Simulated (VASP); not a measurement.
# Sc (Pm-3n) in VASP: single point with revPBE

Aim: the single point of Sc with revPBE.

All numbers are computed with VASP 6.6.1; they aren't measurements. Logs are shortened: lines on timing, memory, paths and dates and some standing lists are left out, and cuts for length are marked.

### Step 1. The cell of the first run

It takes space group Pm-3n (No. 223, cubic). The conventional cell has a = 5.952 Å, b = 5.952 Å, c = 5.952 Å, α = 90.00°, β = 90.00°, γ = 90.00°. Sc (site symmetry m-3) has 12 Sc at 3.33 Å within 4.4 Å. Within 3.9 Å of Sc (site symmetry -4m2) lie 14 Sc at 2.98 to 3.64 Å.

### Step 2. Single point, revPBE

Input file INCAR:

```
SYSTEM = Sc
PREC = Accurate ; ENCUT = 520
EDIFF = 1E-6 ; ISMEAR = -1
SIGMA = 0.1 ; LREAL = .FALSE.
LASPH = .TRUE. ; NELM = 60
ALGO = Normal ; ISIF = 2
LWAVE = .FALSE. ; LCHARG = .TRUE.
GGA = RE ; LELF = .TRUE.
LVHAR = .TRUE. ; NBANDS = 54
```

Input file KPOINTS:

```
regular mesh
0
G
  6 6 6
  0 0 0
```

Input file POSCAR:

```
Sc
1.0
    5.9519542138      0.0000000000      0.0000000000
    0.0000000000      5.9519542138      0.0000000000
    0.0000000000      0.0000000000      5.9519542138
Sc
8
Direct
    1.0000000000      0.0000000000      0.0000000000
    0.5000000000      0.5000000000      0.5000000000
    0.2500000000      1.0000000000      0.5000000000
    0.7500000000      1.0000000000      0.5000000000
    0.5000000000      0.2500000000      1.0000000000
    0.5000000000      0.7500000000      1.0000000000
    0.0000000000      0.5000000000      0.2500000000
    0.0000000000      0.5000000000      0.7500000000
```

Potentials or basis: VASP PAW PBE potentials, release 64 (Sc_sv).

Launch:

```sh
$ cat potpaw_PBE.64/Sc_sv/POTCAR > POTCAR
$ mpirun -np 1 vasp_std > vasp.out
```

OUTCAR:

```text
SYSTEM = Sc
   PREC = Accurate
   ENCUT = 520
   EDIFF = 1E-6
   ISMEAR = -1
   LREAL = .FALSE.
   LASPH = .TRUE.
   NELM = 60
   ISIF = 2
   GGA = RE

 ion  position               nearest neighbor table
   1  0.000  0.000  0.000-   3 3.33   4 3.33   5 3.33   6 3.33   7 3.33   8 3.33   3 3.33   4 3.33
                             7 3.33   8 3.33   5 3.33   6 3.33
   2  0.500  0.500  0.500-   3 3.33   4 3.33   5 3.33   6 3.33   7 3.33   8 3.33   5 3.33   6 3.33
                             3 3.33   4 3.33   7 3.33   8 3.33
   3  0.250  0.000  0.500-   4 2.98   4 2.98   1 3.33   1 3.33   2 3.33   2 3.33
   4  0.750  0.000  0.500-   3 2.98   3 2.98   1 3.33   1 3.33   2 3.33   2 3.33
   5  0.500  0.250  0.000-   6 2.98   6 2.98   1 3.33   2 3.33   2 3.33   1 3.33
   6  0.500  0.750  0.000-   5 2.98   5 2.98   1 3.33   2 3.33   2 3.33   1 3.33
   7  0.000  0.500  0.250-   8 2.98   8 2.98   1 3.33   2 3.33   1 3.33   2 3.33
   8  0.000  0.500  0.750-   7 2.98   7 2.98   1 3.33   2 3.33   1 3.33   2 3.33

  LATTYP: Found a simple cubic cell.
 ALAT       =     5.9519542138

  Lattice vectors:

 A1 = (   5.9519542138,   0.0000000000,   0.0000000000)
 A2 = (   0.0000000000,   5.9519542138,   0.0000000000)
 A3 = (   0.0000000000,   0.0000000000,   5.9519542138)

Analysis of symmetry for initial positions (statically):
=====================================================================
 Subroutine PRICEL returns:
 Original cell was already a primitive cell.

 Routine SETGRP: Setting up the symmetry group for a
 simple cubic supercell.

 Subroutine GETGRP returns: Found 48 space group operations
 (whereof 24 operations were pure point group operations)
 out of a pool of 48 trial point group operations.

The static configuration has the point symmetry T_h .
 The point group associated with its full space group is O_h .

Analysis of symmetry for dynamics (positions and initial velocities):
=====================================================================
 Subroutine PRICEL returns:
 Original cell was already a primitive cell.

 Routine SETGRP: Setting up the symmetry group for a
 simple cubic supercell.

 Subroutine GETGRP returns: Found 48 space group operations
 (whereof 24 operations were pure point group operations)
 out of a pool of 48 trial point group operations.

The dynamic configuration has the point symmetry T_h .
 The point group associated with its full space group is O_h .

 Subroutine INISYM returns: Found 48 space group operations
 (whereof 24 operations are pure point group operations),
 and found     1 'primitive' translations

----------------------------------------------------------------------------------------

                                     Primitive cell

  volume of cell :     210.8525

  direct lattice vectors                    reciprocal lattice vectors
     5.951954214  0.000000000  0.000000000     0.168012045  0.000000000  0.000000000
     0.000000000  5.951954214  0.000000000     0.000000000  0.168012045  0.000000000
     0.000000000  0.000000000  5.951954214     0.000000000  0.000000000  0.168012045

  length of vectors
     5.951954214  5.951954214  5.951954214     0.168012045  0.168012045  0.168012045

  position of ions in fractional coordinates (direct lattice)
     0.000000000  0.000000000  0.000000000
     0.500000000  0.500000000  0.500000000
     0.250000000  0.000000000  0.500000000
     0.750000000  0.000000000  0.500000000
     0.500000000  0.250000000  0.000000000
     0.500000000  0.750000000  0.000000000
     0.000000000  0.500000000  0.250000000
     0.000000000  0.500000000  0.750000000

  ion indices of the primitive-cell ions
   primitive index   ion index
                 1           1
                 2           2
                 3           3
                 4           4
                 5           5
                 6           6
                 7           7
                 8           8

----------------------------------------------------------------------------------------

 KPOINTS: regular mesh

Automatic generation of k-mesh.
 Grid dimensions read from file:
 generate k-points for:    6    6    6

 Generating k-lattice:

  Cartesian coordinates                     Fractional coordinates (reciprocal lattice)
     0.028002008  0.000000000  0.000000000     0.166666667  0.000000000  0.000000000
     0.000000000  0.028002008  0.000000000     0.000000000  0.166666667  0.000000000
     0.000000000  0.000000000  0.028002008     0.000000000  0.000000000  0.166666667

  Length of vectors
     0.028002008  0.028002008  0.028002008

  Shift w.r.t. Gamma in fractional coordinates (k-lattice)
     0.000000000  0.000000000  0.000000000

 Subroutine IBZKPT returns following result:
 ===========================================

 Found     20 irreducible k-points:

 Following reciprocal coordinates:
            Coordinates               Weight
  0.000000  0.000000  0.000000      1.000000
  0.166667  0.000000  0.000000      6.000000
  0.333333  0.000000  0.000000      6.000000
  0.500000  0.000000  0.000000      3.000000
  0.166667  0.166667  0.000000     12.000000
  0.333333  0.166667  0.000000     24.000000
[... 12 lines left out ...]
  0.500000  0.500000  0.333333      6.000000
  0.500000  0.500000  0.500000      1.000000
   k-points           NKPTS =     20   k-points in BZ     NKDIM =     20   number of bands    NBANDS=     54
   number of dos      NEDOS =    301   number of ions     NIONS =      8
   total plane-waves  NPLWV = 110592
   dimension x,y,z NGX =    48 NGY =   48 NGZ =   48
   dimension x,y,z NGXF=    96 NGYF=   96 NGZF=   96
   ions per type =               8
   NGX,Y,Z   is equivalent  to a cutoff of  13.41, 13.41, 13.41 a.u.
   NGXF,Y,Z  is equivalent  to a cutoff of  26.81, 26.81, 26.81 a.u.
 SYSTEM =  Sc
   PREC   = accura    normal or accurate (medium, high low for compatibility)
   ISTART =      0    job   : 0-new  1-cont  2-samecut
   ICHARG =      2    charge: 1-file 2-atom 10-const
   ISPIN  =      1    spin polarized calculation?
   LNONCOLLINEAR =      F non collinear calculations
   LSORBIT =      F    spin-orbit coupling
   LASPH  =      T    aspherical Exc in radial PAW
   ENCUT  =  520.0 eV  38.22 Ry    6.18 a.u.  11.07 11.07 11.07*2*pi/ulx,y,z
   NELM   =     60;   NELMIN=  2; NELMDL= -5     # of ELM steps
   EDIFF  = 0.1E-05   stopping-criterion for ELM
   LREAL  =      F    real-space projection
   EDIFFG = 0.1E-04   stopping-criterion for IOM
   NSW    =      0    number of steps for IOM
   IBRION =     -1    ionic relax: 0-MD 1-quasi-New 2-CG
   NFREE  =      0    steps in history (QN), initial steepest desc. (CG)
   ISIF   =      2    stress and relaxation
   ISYM   =      2    0-nonsym 1-usesym 2-fastsym
   POTIM  = 0.5000    time-step for ionic-motion
   TEBEG  =    0.0;   TEEND  =   0.0 temperature during run
   PSTRESS=    0.0 pullay stress
   NELECT =      88.0000    total number of electrons
   NUPDOWN=      -1.0000    fix difference up-down
   EMIN   =  10.00;   EMAX   =-10.00  energy-range for DOS
   EFERMI =   0.00;   METHOD = LEGACY
   ISMEAR =    -1;   SIGMA  =   0.10  broadening in eV -4-tet -1-fermi 0-gaus
   EFERMI_NEDOS =   21; number of points for ismear=-14 and -15
   IALGO  =     38    algorithm
   IMIX   =      4    mixing-type and parameters
     AMIX     =   0.40;   BMIX     =  1.00
     AMIX_MAG =   1.60;   BMIX_MAG =  1.00
  volume/ion in A,a.u.               =      26.36       177.86
  Fermi-wavevector in a.u.,A,eV,Ry     =   1.223422  2.311932 20.364661  1.496760
  Thomas-Fermi vector in A             =   2.358533
   LORBIT       =      0    0 simple, 1 ext, 2 COOP (PROOUT), +10 PAW based schemes
   GGA     = RE    functional components
   LHFCALC =     F    Hartree Fock is set to
   AEXX    =    0.0000 exact exchange contribution
   IVDW    =     0    specifies the selected vdW correction
   LEPSILON=     F    determine dielectric tensor
   LRPA    =     F    only Hartree local field effects (RPA)
 non-spin polarized calculation
  energy-cutoff  :      520.00
  volume of cell :      210.85
 maximum number of plane-waves:      5716
 NGX is ok and might be reduce to    48
   NGX = 23   NGY = 23   NGZ = 23

 number of electron      87.9999992 magnetization

 Free energy of the ion-electron system (eV)
  ---------------------------------------------------
  ext. energy  EPLUGINS =         0.00000000
  ---------------------------------------------------
  free energy    TOTEN  =       -46.54360711 eV

  energy without entropy =      -45.73557643  energy(sigma->0) =      -46.13959177

 E-fermi :   3.4858     XC(G=0):  -9.5169

 val. band max:        3.4853056029   @ k =   0.5000   0.0000   0.0000
 cond. band min:       3.4879570681   @ k =   0.1667   0.0000   0.0000
 fundamental gap:      0.0026514652
 Fermi energy:         3.4857558414

 k-point     1 :       0.0000    0.0000    0.0000
  band No.  band energies     occupation
      1     -46.3174      2.00000
      2     -46.2983      2.00000
      3     -46.2983      2.00000
      4     -46.2457      2.00000
      5     -46.2457      2.00000
      6     -46.2457      2.00000
[... 46 lines left out ...]
     53       4.6611      0.00002
     54       4.6615      0.00002

 k-point     2 :       0.1667    0.0000    0.0000
  band No.  band energies     occupation
      1     -46.3152      2.00000
      2     -46.2990      2.00000
      3     -46.2957      2.00000
      4     -46.2497      2.00000
      5     -46.2457      2.00000
      6     -46.2457      2.00000
[... 46 lines left out ...]
     53       4.6646      0.00002
     54       4.6856      0.00001
[... 967 lines left out ...]
     53       4.3061      0.00055
     54       4.3095      0.00053

 k-point    20 :       0.5000    0.5000    0.5000
  band No.  band energies     occupation
      1     -46.2744      2.00000
      2     -46.2744      2.00000
      3     -46.2744      2.00000
      4     -46.2744      2.00000
      5     -46.2744      2.00000
      6     -46.2744      2.00000
[... 46 lines left out ...]
     53       4.1515      0.00257
     54       4.1515      0.00257

------------------------ aborting loop because EDIFF is reached ----------------------------------------

  FORCE on cell =-STRESS in cart. coord.  units (eV):
  Direction    XX          YY          ZZ          XY          YZ          ZX
  --------------------------------------------------------------------------------------
  -------------------------------------------------------------------------------------
  Total        0.0207246      0.0207246      0.0207246      0.0000000      0.0000000      0.0000000
  in kB        0.1574772      0.1574772      0.1574772      0.0000000      0.0000000      0.0000000
  external PRESSURE =       0.1574772 kB  Pullay stress =       0.0000000 kB

 VOLUME and BASIS-vectors are now :
 -----------------------------------------------------------------------------
  energy-cutoff  :      520.00
  volume of cell :      210.85
      direct lattice vectors                 reciprocal lattice vectors
     5.951954214  0.000000000  0.000000000     0.168012045  0.000000000  0.000000000
     0.000000000  5.951954214  0.000000000     0.000000000  0.168012045  0.000000000
     0.000000000  0.000000000  5.951954214     0.000000000  0.000000000  0.168012045

 POSITION                                       TOTAL-FORCE (eV/Angst)
 -----------------------------------------------------------------------------------
      0.00000      0.00000      0.00000         0.000000      0.000000     -0.000000
      2.97598      2.97598      2.97598         0.000000      0.000000     -0.000000
      1.48799      0.00000      2.97598        -0.000000     -0.000000      0.000000
      4.46397      0.00000      2.97598         0.000000      0.000000      0.000000
      2.97598      1.48799      0.00000         0.000000      0.000000      0.000000
      2.97598      4.46397      0.00000        -0.000000     -0.000000      0.000000
      0.00000      2.97598      1.48799         0.000000      0.000000     -0.000000
      0.00000      2.97598      4.46397        -0.000000     -0.000000      0.000000
 -----------------------------------------------------------------------------------
    total drift:                                0.000000     -0.000000      0.000000

  FREE ENERGIE OF THE ION-ELECTRON SYSTEM (eV)
  ---------------------------------------------------
  free  energy   TOTEN  =       -46.5436071113 eV

  energy  without entropy=      -45.7355764337  energy(sigma->0) =      -46.13959177
```

It took 8.4 min on 1 thread of AMD EPYC, shared host; peak memory 0.38 GiB.

Results:

| Property | Result |
| --- | --- |
| Free energy | -46.5436 eV |
| Pressure | 0.0 GPa |
| Band gap on the k mesh | zero (bands 44 and 45 overlap by 0.35 eV) |

Levels at points of the mesh, in eV from the Fermi level:
```tsv
k point	band 40	band 41	band 42	band 43	band 44	band 45	band 46	band 47	band 48	band 49
(0.00, 0.00, 0.00)	-0.48	-0.48	-0.48	-0.29	-0.29	-0.29	-0.09	-0.09	-0.09	0.07
(0.50, 0.00, 0.00)	-0.63	-0.41	-0.41	0.00	0.00	0.04	0.04	0.14	0.14	0.23
(0.50, 0.50, 0.00)	-0.84	-0.06	-0.06	-0.02	-0.02	0.05	0.08	0.30	0.30	0.30
(0.50, 0.50, 0.50)	-2.07	0.07	0.07	0.07	0.07	0.47	0.47	0.47	0.47	0.47
```

Caveat: the PAW data sets were made with another functional, which shifts forces and pressure a little.
